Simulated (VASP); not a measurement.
Runs of VASP 6.6.1 on Ta. The structure is that of space group I4/mmm (No. 139), or close to it. The cells are those of the table. 

```tsv
cell	further INCAR settings	gap on the mesh (eV)	pressure (GPa)
a = 2.882 Å, angles 114.7, 114.7, 99.4°, 1 atom	ALGO = Fast; EDIFF = 1e-07; NBANDS = 12	none	5.9
a = 2.866 Å, angles 112.1, 112.1, 104.2°, 1 atom	ALGO = Fast; EDIFF = 1e-06; NBANDS = 12	none	4.0
a = 2.906 Å, angles 117.3, 117.3, 94.8°, 1 atom	ALGO = Fast; EDIFF = 1e-07; NBANDS = 12	none	8.0
a = 2.876 Å, angles 105.4, 105.4, 118.0°, 1 atom	ALGO = Fast; EDIFF = 1e-07; NBANDS = 12	none	(b)
a = 2.967 Å, angles 100.0, 100.0, 130.6°, 1 atom	ALGO = Fast; EDIFF = 1e-06; NBANDS = 12	none	(a)
```

Alike in all rows: task single point; level PBE; potentials or basis VASP PAW PBE potentials, release 64 (Ta_pv); no spin polarisation; k mesh 22 × 22 × 22; cutoff (eV) 520; smearing gaussian 0.15 eV.

Task: Fill in the values left out.

Result: (a) 17.2; (b) 5.6.

Caveats: spin-orbit coupling is left out, which moves the levels of the heavy elements.

A k mesh can miss the band edges, and the runs leave out spin-orbit coupling on Ta.

A gap of «none» marks levels without a gap at the run's occupations.
